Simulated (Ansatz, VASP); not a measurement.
SiC: VASP beside Ansatz

```
Si C
1.0
     3.07756    0.00000    0.00000
    -1.53878    2.66524    0.00000
     0.00000    0.00000    9.87519
Si C
4 4
Direct
  0.00000 0.00000 0.99925
  0.33333 0.66667 0.24943
  0.00000 0.00000 0.49925
  0.66667 0.33333 0.74943
  0.00000 0.00000 0.18779
  0.33333 0.66667 0.43853
  0.00000 0.00000 0.68779
  0.66667 0.33333 0.93853
```

Change from the starting cell: uniaxial_z strain -2.0%.

Alike in both runs: task single point; functional r2SCAN; k mesh 12 × 12 × 4; no spin polarisation.

```csv
,VASP,Ansatz
version,VASP 6.6.1,Ansatz 0.2.0
potentials or method,"VASP PAW PBE potentials, release 64 (Si, C)","plane waves, PAW"
plane-wave cutoff (eV),520,500
occupations,"gaussian, width 0.01 eV",fixed
valence electrons in the cell,32,32
```

```tsv
	VASP	Ansatz	Ansatz less VASP
gap on the k mesh at the Fermi level (eV)	2.59	2.58	-0.012
pressure (GPa)	4.6	4.8	+0.20
traceless stress, the component that is largest in VASP (GPa)	7.26	7.21	-0.052
```

VASP's potentials were made for PBE, not for r2SCAN.
